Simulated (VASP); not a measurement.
# AlCo: single point with PBE

The system is AlCo.

```
Al Co
1.0
     2.78060    0.00000    0.00000
     0.00000    2.85190    0.00000
     0.00000    0.00000    2.85190
Al Co
1 1
Direct
  0.00000 0.00000 0.00000
  0.50000 0.50000 0.50000
```

This cell differs from its parent crystal: strain -0.0250 x Voigt [1, 0, 0, 0, 0, 0].

| Property | Result |
| --- | --- |
| Program | VASP 6.6.1 |
| Task | single point |
| Functional | PBE |
| Potentials or basis | VASP PAW PBE potentials, release 64 (Al, Co) |
| Cutoff | 520 eV |
| k mesh | 22 × 22 × 22 |
| Occupations | gaussian, width 0.15 eV |
| Spin | no spin polarisation |
| Dipole correction | no |
| Further INCAR settings | ALGO = Fast; EDIFF = 1e-06; NBANDS = 13 |

```
Pressure               : 4.6 GPa
Band gap on the k mesh : zero (bands 6 and 7 overlap by 2.66 eV)
```

Stress tensor (GPa, compression positive):
```
7.91 0.00 0.00
0.00 2.90 0.00
0.00 0.00 2.90
```

Levels at points of the mesh, in eV from the Fermi level:
```tsv
k point	band 4	band 5	band 6	band 7	band 8	band 9
(0.00, 0.00, 0.00)	-0.91	-0.81	-0.81	5.79	5.79	6.74
(0.50, 0.00, 0.00)	-1.80	-1.80	-0.78	0.37	8.46	10.53
(0.00, 0.50, 0.00)	-1.82	-1.62	-0.70	0.13	8.43	10.45
(0.50, 0.50, 0.00)	-2.56	-1.59	-1.57	-0.20	2.61	3.69
(0.00, 0.50, 0.50)	-2.82	-1.44	-1.44	-0.28	2.36	3.45
(0.50, 0.50, 0.50)	-0.23	-0.13	2.38	2.38	2.48	4.35
```

Run time: 3.4 min on 1 thread of AMD EPYC 9R45 96-Core Processor (Zen 5), on a shared host, peak memory 0.36 GiB.

Caveat: the cell differs from its parent crystal (strain -0.0250 x Voigt [1, 0, 0, 0, 0, 0]); the stress differs along the axes, from 3 to 8 GPa; the run has no spin polarisation, though such a crystal can be magnetic. Spin polarisation is off, so any magnetic state and its effect on volume and gap are missing.
